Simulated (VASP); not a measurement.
Input of a VASP 6.6.1 run:

INCAR

```
ALGO = Normal
EDIFF = 1E-6
EDIFFG = -0.01
ENCUT = 600
GGA = PE
IBRION = 2
ISIF = 3
ISMEAR = 0
LASPH = True
LCHARG = False
LREAL = False
LWAVE = False
NELM = 80
NSW = 100
PREC = Accurate
SIGMA = 0.1
```

Contents of KPOINTS:

```
k-points
0
Gamma
  10 10 10
```

The input POSCAR:

```
HfO3
1.0
    4.1420620848      0.0000000000      0.0000000000
    0.0000000000      4.1420620848      0.0000000000
    0.0000000000      0.0000000000      4.1420620848
Hf O
2 6
Direct
    0.0000000000      0.0000000000      0.0000000000
    0.5000000000      0.5000000000      0.5000000000
    0.2500000000      0.0000000000      0.5000000000
    0.7500000000      0.0000000000      0.5000000000
    0.5000000000      0.2500000000      0.0000000000
    0.5000000000      0.7500000000      0.0000000000
    0.0000000000      0.5000000000      0.2500000000
    0.0000000000      0.5000000000      0.7500000000
```

Potentials or basis: VASP PAW PBE potentials, release 64 (Hf_pv, O).

The run is started by

```bash
$ cat potpaw_PBE.64/Hf_pv/POTCAR potpaw_PBE.64/O/POTCAR > POTCAR
$ mpirun -np 1 vasp_std > vasp.out
```

Estimate the band gap on the k mesh.

zero (band 28 reaches 7.50 eV, above the bottom of band 29 at 3.67 eV).

What does it give for the space group after relaxing (to 0.05 Å)?

Pm-3n (No. 223).

Final structure:
```yaml
crystal:
  lattice:
    - [4.11936, 0.00000, 0.00000]
    - [0.00000, 4.11936, 0.00000]
    - [0.00000, 0.00000, 4.11936]
  atoms:
    - { symbol: Hf, position: [0.00000, 0.00000, 0.00000] }
    - { symbol: Hf, position: [0.50000, 0.50000, 0.50000] }
    - { symbol: O, position: [0.25000, 0.00000, 0.50000] }
    - { symbol: O, position: [0.75000, 0.00000, 0.50000] }
    - { symbol: O, position: [0.50000, 0.25000, 0.00000] }
    - { symbol: O, position: [0.50000, 0.75000, 0.00000] }
    - { symbol: O, position: [0.00000, 0.50000, 0.25000] }
    - { symbol: O, position: [0.00000, 0.50000, 0.75000] }
```

Caveat: spin-orbit coupling is left out, which moves the levels of the heavy elements.
